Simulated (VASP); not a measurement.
Wanted: the native input for a VASP 6.6.1 run.

```
Task                   : single point
Functional             : PBEsol
Potentials or basis    : VASP PAW PBE potentials, release 64 (Hf_pv, O)
Cutoff                 : 520 eV
k mesh                 : 8 × 8 × 8
Occupations            : gaussian, width 0.05 eV
Spin                   : no spin polarisation
Dipole correction      : no
Further INCAR settings : ALGO = Normal; EDIFF = 1e-06; NBANDS = 18
```

The structure of HfO2 lies in POSCAR:

```
HfO2
1.0
    0.0000000000      2.4885238992      2.5220673956
    2.4885238992      0.0000000000      2.5220673956
    2.4885238992      2.4885238992      0.0000000000
Hf O
1 2
Direct
    0.0000000000      0.0000000000      0.0000000000
    0.2500000000      0.2500000000      0.2500000000
    0.7500000000      0.7500000000      0.7500000000
```

This cell differs from its parent crystal: normal strain along x -0.0133, normal strain along y -0.0133.

The input as run:

INCAR

```
  PREC = Accurate
  ENCUT = 520
  EDIFF = 1E-6
  ISMEAR = 0
  SIGMA = 0.05
  LREAL = F
  LASPH = T
  NELM = 80
  ALGO = Normal
  ISIF = 2
  LWAVE = F
  LCHARG = F
  GGA = PS
  NBANDS = 18
```

KPOINTS

```
regular mesh
0
Gamma
  8 8 8
```

Potentials or basis: VASP PAW PBE potentials, release 64 (Hf_pv, O).

Run with:

```sh
$ cat potpaw_PBE.64/Hf_pv/POTCAR potpaw_PBE.64/O/POTCAR > POTCAR
$ mpirun -np 1 vasp_std > vasp.out
```

Results of the run:

```json
{"Pressure": "3.5 GPa", "Band gap on the k mesh": "3.72 eV, direct"}
```

Caveat: the cell differs from its parent crystal (normal strain along x -0.0133, normal strain along y -0.0133); the PAW data sets were made with another functional, which shifts forces and pressure a little; spin-orbit coupling is left out, which moves the levels of the heavy elements.

Run time: 15 s on 1 thread of Intel(R) Xeon(R) 6975P-C (Granite Rapids) (shared host), peak memory 0.17 GiB.
